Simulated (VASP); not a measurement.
# Pt (R-3m) in VASP: a series of runs, part 2 of 2

VASP 6.6.1. The steps go on from the part before.

## Step 3: Single point, LDA

This run uses another cell than the first one, of the same volume but with other edges.

File INCAR:

```
PREC = Accurate ; ENCUT = 520
EDIFF = 1E-6 ; ISMEAR = 0
SIGMA = 0.15 ; LREAL = F
LASPH = T ; NELM = 80
ALGO = Fast ; ISIF = 2
LWAVE = F ; LCHARG = T
LELF = T ; LVHAR = T
NBANDS = 11
```

File KPOINTS:

```
regular mesh
0
Gamma
  20 20 20
```

File POSCAR:

```
Pt
1.0
   -0.2920150933      1.8591627604      1.8591627604
    1.8591627604     -0.2920150933      1.8591627604
    1.8591627604      1.8591627604     -0.2920150933
Pt
1
Direct
    0.0000000000      0.0000000000      0.0000000000
```

Potentials or basis: VASP PAW LDA potentials, release 64 (Pt).

Run with:

```
cat potpaw_LDA.64/Pt/POTCAR > POTCAR
mpirun -np 1 vasp_std > vasp.out
```

OUTCAR:

```text
PREC = Accurate
   ENCUT = 520
   EDIFF = 1E-6
   ISMEAR = 0
   LREAL = F
   LASPH = T
   NELM = 80
   ISIF = 2

 ion  position               nearest neighbor table
   1  0.000  0.000  0.000-

  LATTYP: Found a trigonal (rhomboedric) cell.
 ALAT       =     2.6454196556
 COS(alpha) =     0.3387533508

  Lattice vectors:

 A1 = (  -0.2920150933,   1.8591627604,   1.8591627604)
 A2 = (   1.8591627604,  -0.2920150933,   1.8591627604)
 A3 = (   1.8591627604,   1.8591627604,  -0.2920150933)

Analysis of symmetry for initial positions (statically):
=====================================================================
 Subroutine PRICEL returns:
 Original cell was already a primitive cell.

 Routine SETGRP: Setting up the symmetry group for a
 trigonal (rhombohedral) supercell.

 Subroutine GETGRP returns: Found 12 space group operations
 (whereof 12 operations were pure point group operations)
 out of a pool of 12 trial point group operations.

The static configuration has the point symmetry D_3d.

Analysis of symmetry for dynamics (positions and initial velocities):
=====================================================================
 Subroutine PRICEL returns:
 Original cell was already a primitive cell.

 Routine SETGRP: Setting up the symmetry group for a
 trigonal (rhombohedral) supercell.

 Subroutine GETGRP returns: Found 12 space group operations
 (whereof 12 operations were pure point group operations)
 out of a pool of 12 trial point group operations.

The dynamic configuration has the point symmetry D_3d.

 Subroutine INISYM returns: Found 12 space group operations
 (whereof 12 operations are pure point group operations),
 and found     1 'primitive' translations

----------------------------------------------------------------------------------------

                                     Primitive cell

  volume of cell :      15.8555

  direct lattice vectors                    reciprocal lattice vectors
    -0.292015093  1.859162760  1.859162760    -0.212621361  0.252240248  0.252240248
     1.859162760 -0.292015093  1.859162760     0.252240248 -0.212621361  0.252240248
     1.859162760  1.859162760 -0.292015093     0.252240248  0.252240248 -0.212621361

  length of vectors
     2.645419656  2.645419656  2.645419656     0.415280784  0.415280784  0.415280784

  position of ions in fractional coordinates (direct lattice)
     0.000000000  0.000000000  0.000000000

  ion indices of the primitive-cell ions
   primitive index   ion index
                 1           1

----------------------------------------------------------------------------------------

 KPOINTS: regular mesh

Automatic generation of k-mesh.
 Grid dimensions read from file:
 generate k-points for:   20   20   20

 Generating k-lattice:

  Cartesian coordinates                     Fractional coordinates (reciprocal lattice)
    -0.010631068  0.012612012  0.012612012     0.050000000 -0.000000000 -0.000000000
     0.012612012 -0.010631068  0.012612012    -0.000000000  0.050000000 -0.000000000
     0.012612012  0.012612012 -0.010631068    -0.000000000 -0.000000000  0.050000000

  Length of vectors
     0.020764039  0.020764039  0.020764039

  Shift w.r.t. Gamma in fractional coordinates (k-lattice)
     0.000000000  0.000000000  0.000000000

 Subroutine IBZKPT returns following result:
 ===========================================

 Found    781 irreducible k-points:

 Following reciprocal coordinates:
            Coordinates               Weight
  0.000000  0.000000  0.000000      1.000000
  0.050000  0.000000  0.000000      6.000000
  0.100000 -0.000000 -0.000000      6.000000
  0.150000 -0.000000 -0.000000      6.000000
  0.200000 -0.000000 -0.000000      6.000000
  0.250000  0.000000 -0.000000      6.000000
[... 16 lines left out ...]
 -0.400000  0.050000  0.000000     12.000000
 -0.350000  0.050000  0.000000     12.000000
 [... further k-points ...]
   k-points           NKPTS =    781   k-points in BZ     NKDIM =    781   number of bands    NBANDS=     11
   number of dos      NEDOS =    301   number of ions     NIONS =      1
   total plane-waves  NPLWV =   8000
   dimension x,y,z NGX =    20 NGY =   20 NGZ =   20
   dimension x,y,z NGXF=    40 NGYF=   40 NGZF=   40
   ions per type =               1
   NGX,Y,Z   is equivalent  to a cutoff of  12.57, 12.57, 12.57 a.u.
   NGXF,Y,Z  is equivalent  to a cutoff of  25.14, 25.14, 25.14 a.u.
 SYSTEM =  unknown system
   PREC   = accura    normal or accurate (medium, high low for compatibility)
   ISTART =      0    job   : 0-new  1-cont  2-samecut
   ICHARG =      2    charge: 1-file 2-atom 10-const
   ISPIN  =      1    spin polarized calculation?
   LNONCOLLINEAR =      F non collinear calculations
   LSORBIT =      F    spin-orbit coupling
   LASPH  =      T    aspherical Exc in radial PAW
   ENCUT  =  520.0 eV  38.22 Ry    6.18 a.u.   4.92  4.92  4.92*2*pi/ulx,y,z
   NELM   =     80;   NELMIN=  2; NELMDL= -5     # of ELM steps
   EDIFF  = 0.1E-05   stopping-criterion for ELM
   LREAL  =      F    real-space projection
   EDIFFG = 0.1E-04   stopping-criterion for IOM
   NSW    =      0    number of steps for IOM
   IBRION =     -1    ionic relax: 0-MD 1-quasi-New 2-CG
   NFREE  =      0    steps in history (QN), initial steepest desc. (CG)
   ISIF   =      2    stress and relaxation
   ISYM   =      2    0-nonsym 1-usesym 2-fastsym
   POTIM  = 0.5000    time-step for ionic-motion
   TEBEG  =    0.0;   TEEND  =   0.0 temperature during run
   PSTRESS=    0.0 pullay stress
   NELECT =      10.0000    total number of electrons
   NUPDOWN=      -1.0000    fix difference up-down
   EMIN   =  10.00;   EMAX   =-10.00  energy-range for DOS
   EFERMI =   0.00;   METHOD = LEGACY
   ISMEAR =     0;   SIGMA  =   0.15  broadening in eV -4-tet -1-fermi 0-gaus
   EFERMI_NEDOS =   21; number of points for ismear=-14 and -15
   IALGO  =     68    algorithm
   IMIX   =      4    mixing-type and parameters
     AMIX     =   0.40;   BMIX     =  1.00
     AMIX_MAG =   1.60;   BMIX_MAG =  1.00
  volume/ion in A,a.u.               =      15.86       107.00
  Fermi-wavevector in a.u.,A,eV,Ry     =   1.403939  2.653061 26.817709  1.971046
  Thomas-Fermi vector in A             =   2.526551
   LORBIT       =      0    0 simple, 1 ext, 2 COOP (PROOUT), +10 PAW based schemes
   GGA     = CA    functional components
   LHFCALC =     F    Hartree Fock is set to
   AEXX    =    0.0000 exact exchange contribution
   IVDW    =     0    specifies the selected vdW correction
   LEPSILON=     F    determine dielectric tensor
   LRPA    =     F    only Hartree local field effects (RPA)
 non-spin polarized calculation
 RMM-DIIS sequential band-by-band and
 Gauss-broadening in eV      SIGMA  =   0.15
  energy-cutoff  :      520.00
  volume of cell :       15.86
 maximum number of plane-waves:       442
   NGX =  9   NGY =  9   NGZ =  9

 number of electron      10.0000001 magnetization

 Free energy of the ion-electron system (eV)
  ---------------------------------------------------
  ext. energy  EPLUGINS =         0.00000000
  ---------------------------------------------------
  free energy    TOTEN  =        -7.25910241 eV

  energy without entropy =       -7.24623737  energy(sigma->0) =       -7.25266989

 E-fermi :  10.0156     XC(G=0): -13.3549

 val. band max:       10.0117077726   @ k =  -0.3000   0.4500   0.1000
 cond. band min:      10.0202335018   @ k =  -0.4000   0.4000   0.1500
 fundamental gap:      0.0085257292
 Fermi energy:        10.0156476312

 k-point     1 :       0.0000    0.0000    0.0000
  band No.  band energies     occupation
      1       0.4991      2.00000
      2       5.2600      2.00000
      3       5.2600      2.00000
      4       8.5895      2.00000
      5       9.2860      2.00000
      6       9.2860      2.00000
      7      24.6131      0.00000
      8      27.7585      0.00000
      9      27.7585      0.00000
     10      34.9104      0.00000
     11      35.5349      0.00000

 k-point     2 :       0.0500    0.0000    0.0000
  band No.  band energies     occupation
      1       0.5859      2.00000
      2       5.2718      2.00000
      3       5.2865      2.00000
      4       8.5859      2.00000
      5       9.2568      2.00000
      6       9.2725      2.00000
      7      24.7166      0.00000
      8      27.4180      0.00000
      9      27.9250      0.00000
     10      34.8124      0.00000
     11      35.9988      0.00000
[... 295 lines left out ...]
 k-point    24 :      -0.3500    0.0500    0.0000
  band No.  band energies     occupation
      1       3.0410      2.00000
      2       5.3165      2.00000
      3       7.3427      2.00000
      4       8.5832      2.00000
      5       9.2727      2.00000
      6       9.7787      1.97451
      7      17.9685      0.00000
      8      25.9413      0.00000
      9      28.4961      0.00000
     10      33.4080      0.00000
     11      35.0001      0.00000

 [... further k-points ...]
[... 5 lines left out ...]
  --------------------------------------------------------------------------------------
  -------------------------------------------------------------------------------------
  Total       -0.6052191     -0.6052191     -0.6052191      0.8168439      0.8168439      0.8168439
  in kB      -61.1566702    -61.1566702    -61.1566702     82.5411127     82.5411127     82.5411127
  external PRESSURE =     -61.1566702 kB  Pullay stress =       0.0000000 kB

 VOLUME and BASIS-vectors are now :
 -----------------------------------------------------------------------------
  energy-cutoff  :      520.00
  volume of cell :       15.86
      direct lattice vectors                 reciprocal lattice vectors
    -0.292015093  1.859162760  1.859162760    -0.212621361  0.252240248  0.252240248
     1.859162760 -0.292015093  1.859162760     0.252240248 -0.212621361  0.252240248
     1.859162760  1.859162760 -0.292015093     0.252240248  0.252240248 -0.212621361

 POSITION                                       TOTAL-FORCE (eV/Angst)
 -----------------------------------------------------------------------------------
      0.00000      0.00000      0.00000         0.000000     -0.000000     -0.000000
 -----------------------------------------------------------------------------------
    total drift:                                0.000000     -0.000000      0.000000

  FREE ENERGIE OF THE ION-ELECTRON SYSTEM (eV)
  ---------------------------------------------------
  free  energy   TOTEN  =        -7.2591024141 eV

  energy  without entropy=       -7.2462373715  energy(sigma->0) =       -7.25266989
```

It took 97 s on 1 thread of Intel Xeon Platinum 8259CL at 2.50GHz (Skylake/Cascade Lake), shared host; peak memory 0.23 GiB.

What came out:

* Free energy: -7.2591 eV
* Pressure: -6.1 GPa
* Band gap on the k mesh: zero (band 5 reaches 11.42 eV, above the bottom of band 6 at 8.07 eV)

Levels at points of the mesh, in eV from the Fermi level:
```tsv
k point	band 1	band 2	band 3	band 4	band 5	band 6	band 7	band 8	band 9	band 10
(0.00, 0.00, 0.00)	-9.52	-4.76	-4.76	-1.43	-0.73	-0.73	14.60	17.74	17.74	24.89
(0.50, 0.00, 0.00)	-6.87	-4.81	-1.48	-0.79	-0.57	0.06	5.29	15.37	17.78	21.98
(0.50, 0.50, 0.00)	-6.41	-6.07	-0.33	0.05	1.41	2.33	8.83	9.12	14.60	18.49
(0.50, 0.50, 0.50)	-6.39	-3.96	-3.96	1.09	1.09	2.32	9.28	12.79	15.74	15.74
```

Caveat: spin-orbit coupling is left out, which moves the levels of the heavy elements.

## Step 4: Single point, LDA

This run uses another cell than the first one, of 16.01 Å³/atom, 1.008 times its volume.

File INCAR:

```
PREC = Accurate ; ENCUT = 520
EDIFF = 1E-6 ; ISMEAR = 0
SIGMA = 0.15 ; LREAL = False
LASPH = True ; NELM = 100
ALGO = Normal ; ISIF = 2
LWAVE = False ; LCHARG = False
GGA = CA ; NBANDS = 11
```

File KPOINTS:

```
Automatic mesh
0
Gamma
  20 20 20
```

File POSCAR:

```
Pt
1.0
   -0.1946767288      1.9078319426      1.9078319426
    1.9078319426     -0.1946767288      1.9078319426
    1.9078319426      1.9078319426     -0.1946767288
Pt
1
Direct
    0.0000000000      0.0000000000      0.0000000000
```

Potentials or basis: VASP PAW LDA potentials, release 64 (Pt).

Run with:

```
cat potpaw_LDA.64/Pt/POTCAR > POTCAR
mpirun -np 1 vasp_std > vasp.out
```

OUTCAR:

```text
PREC = Accurate
   ENCUT = 520
   EDIFF = 1E-6
   ISMEAR = 0
   LREAL = False
   LASPH = True
   NELM = 100
   ISIF = 2
   GGA = CA

 ion  position               nearest neighbor table
   1  0.000  0.000  0.000-

  LATTYP: Found a trigonal (rhomboedric) cell.
 ALAT       =     2.7050960188
 COS(alpha) =     0.3958980734

  Lattice vectors:

 A1 = (  -0.1946767288,   1.9078319426,   1.9078319426)
 A2 = (   1.9078319426,  -0.1946767288,   1.9078319426)
 A3 = (   1.9078319426,   1.9078319426,  -0.1946767288)

Analysis of symmetry for initial positions (statically):
=====================================================================
 Subroutine PRICEL returns:
 Original cell was already a primitive cell.

 Routine SETGRP: Setting up the symmetry group for a
 trigonal (rhombohedral) supercell.

 Subroutine GETGRP returns: Found 12 space group operations
 (whereof 12 operations were pure point group operations)
 out of a pool of 12 trial point group operations.

The static configuration has the point symmetry D_3d.

Analysis of symmetry for dynamics (positions and initial velocities):
=====================================================================
 Subroutine PRICEL returns:
[... 159 lines left out ...]
 fundamental gap:      0.0028107911
 Fermi energy:         9.9404116963

 k-point     1 :       0.0000    0.0000    0.0000
  band No.  band energies     occupation
      1       0.4176      2.00000
      2       5.6893      2.00000
      3       5.6893      2.00000
      4       7.7592      2.00000
      5       8.8349      2.00000
      6       8.8349      2.00000
      7      24.5606      0.00000
      8      28.0400      0.00000
      9      28.0400      0.00000
     10      33.0393      0.00000
     11      34.6599      0.00000
[... 309 lines left out ...]
 k-point    24 :      -0.3500    0.0500    0.0000
  band No.  band energies     occupation
      1       3.0338      2.00000
      2       5.6668      2.00000
      3       7.2685      2.00000
      4       7.8212      2.00000
      5       9.2788      2.00000
      6       9.7046      1.97378
      7      17.9938      0.00000
      8      25.4524      0.00000
      9      28.5292      0.00000
     10      32.3291      0.00000
     11      34.7088      0.00000

 [... further k-points ...]
[... 5 lines left out ...]
  --------------------------------------------------------------------------------------
  -------------------------------------------------------------------------------------
  Total       -1.4392676     -1.4392676     -1.4392676      0.5533917      0.5533917      0.5533917
  in kB     -144.0620344   -144.0620344   -144.0620344     55.3911889     55.3911889     55.3911889
  external PRESSURE =    -144.0620344 kB  Pullay stress =       0.0000000 kB

 VOLUME and BASIS-vectors are now :
 -----------------------------------------------------------------------------
  energy-cutoff  :      520.00
  volume of cell :       16.01
      direct lattice vectors                 reciprocal lattice vectors
    -0.194676729  1.907831943  1.907831943    -0.225025602  0.250596693  0.250596693
     1.907831943 -0.194676729  1.907831943     0.250596693 -0.225025602  0.250596693
     1.907831943  1.907831943 -0.194676729     0.250596693  0.250596693 -0.225025602

 POSITION                                       TOTAL-FORCE (eV/Angst)
 -----------------------------------------------------------------------------------
      0.00000      0.00000      0.00000        -0.000000      0.000000      0.000000
 -----------------------------------------------------------------------------------
    total drift:                                0.000000     -0.000000      0.000000

  FREE ENERGIE OF THE ION-ELECTRON SYSTEM (eV)
  ---------------------------------------------------
  free  energy   TOTEN  =        -7.3572143082 eV

  energy  without entropy=       -7.3407842166  energy(sigma->0) =       -7.34899926
```

Run time: 76 s. Hardware: 1 thread of Intel Xeon Platinum 8259CL at 2.50GHz (Skylake/Cascade Lake), shared host; peak memory 0.24 GiB.

What came out:

```
Free energy            : -7.3572 eV
Pressure               : -14.4 GPa
Band gap on the k mesh : zero (band 5 reaches 10.88 eV, above the bottom of band 6 at 8.08 eV)
```

Stress tensor (GPa, compression positive):
```
-14.41   5.54   5.54
  5.54 -14.41   5.54
  5.54   5.54 -14.41
```

Caveat: spin-orbit coupling is left out, which moves the levels of the heavy elements.

## Step 5: Single point, LDA

This run uses another cell than the first one, of 16.01 Å³/atom, 1.008 times its volume.

File INCAR:

```
SYSTEM = Pt
PREC = Accurate
ENCUT = 520
EDIFF = 1E-6
ISMEAR = 0
SIGMA = 0.15
LREAL = .False.
LASPH = .True.
NELM = 60
ALGO = Normal
ISIF = 2
LWAVE = .False.
LCHARG = .False.
NBANDS = 11
```

File KPOINTS:

```
Automatic mesh
0
Gamma
  20 20 20
  0 0 0
```

File POSCAR:

```
Pt
1.0
    0.1946767288      2.1025086715      2.1025086715
    2.1025086715      0.1946767288      2.1025086715
    2.1025086715      2.1025086715      0.1946767288
Pt
1
Direct
    0.0000000000      0.0000000000      0.0000000000
```

Run with:

```
cat potpaw_LDA.64/Pt/POTCAR > POTCAR
mpirun -np 1 vasp_std > vasp.out
```

It took 82 s on 1 thread of Intel Xeon Platinum 8259CL at 2.50GHz (Skylake/Cascade Lake), shared host; peak memory 0.25 GiB.

It converged, with:

| Quantity | Value |
| --- | --- |
| Free energy | -7.3616 eV |
| Pressure | -14.0 GPa |
| Band gap on the k mesh | zero (band 5 reaches 10.75 eV, above the bottom of band 6 at 8.51 eV) |

Stress tensor (GPa, compression positive):
```
-14.04  -5.89  -5.89
 -5.89 -14.04  -5.89
 -5.89  -5.89 -14.04
```

Levels at points of the mesh, in eV from the Fermi level:
```tsv
k point	band 3	band 4	band 5	band 6	band 7	band 8
(0.00, 0.00, 0.00)	-3.27	-3.27	-1.06	-1.06	13.96	17.34
(0.50, 0.00, 0.00)	-2.50	-0.54	0.28	0.70	6.35	13.81
(0.50, 0.50, 0.00)	-0.17	0.36	0.82	2.05	8.57	9.72
(0.50, 0.50, 0.50)	-3.45	-1.12	-0.01	-0.01	3.62	15.38
```

Caveat: spin-orbit coupling is left out, which moves the levels of the heavy elements.

## Step 6: The runs side by side

| cell | gap on the mesh (eV) | pressure (GPa) |
| --- | --- | --- |
| a = 3.056 Å, angles 51.0°, 1 atom | none | -4.5 |
| a = 2.645 Å, angles 70.2°, 1 atom | none | -6.1 |
| a = 2.705 Å, angles 66.7°, 1 atom | none | -14.4 |
| a = 2.980 Å, angles 53.8°, 1 atom | none | -14.0 |

Alike in all rows: task single point; level LDA; potentials or basis VASP PAW LDA potentials, release 64 (Pt); no spin polarisation; k mesh 20 × 20 × 20; cutoff (eV) 520; smearing gaussian 0.15 eV.

Caveats: spin-orbit coupling is left out, which moves the levels of the heavy elements.

Absolute energies hang on the potentials; compare differences alone.
